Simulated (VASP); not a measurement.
# Fe: single point with LDA

The system is Fe.

```xyz
1
Lattice="-1.3503 1.3503 1.3503 1.3503 -1.3503 1.3503 1.3503 1.3503 -1.3503" Properties=species:S:1:pos:R:3 pbc="T T T"
Fe    0.0000    0.0000    0.0000
```

```json
{"Program": "VASP 6.6.1", "Task": "single point", "Functional": "LDA", "Potentials or basis": "VASP PAW LDA potentials, release 64 (Fe)", "Cutoff": "520 eV", "k mesh": "17 × 17 × 17", "Occupations": "fermi-dirac, width 0.136057 eV", "Spin": "no spin polarisation", "Dipole correction": "no", "Further INCAR settings": "ALGO = Normal; EDIFF = 1e-07; NBANDS = 10"}
```

```
Pressure               : 0.4 GPa
Band gap on the k mesh : zero (band 4 reaches 8.42 eV, above the bottom of band 5 at 6.20 eV)
```

Levels at points of the mesh, in eV from the Fermi level:
```csv
k point,band 2,band 3,band 4,band 5,band 6,band 7
"(0.00, 0.00, 0.00)",-1.95,-1.95,-1.95,-0.06,-0.06,26.35
```

It used 9 s of CPU time on 1 thread of Intel Xeon 6975P-C, on a shared host.

Caveat: the run has no spin polarisation, though such a crystal can be magnetic. Spin polarisation is off, so any magnetic state and its effect on volume and gap are missing.
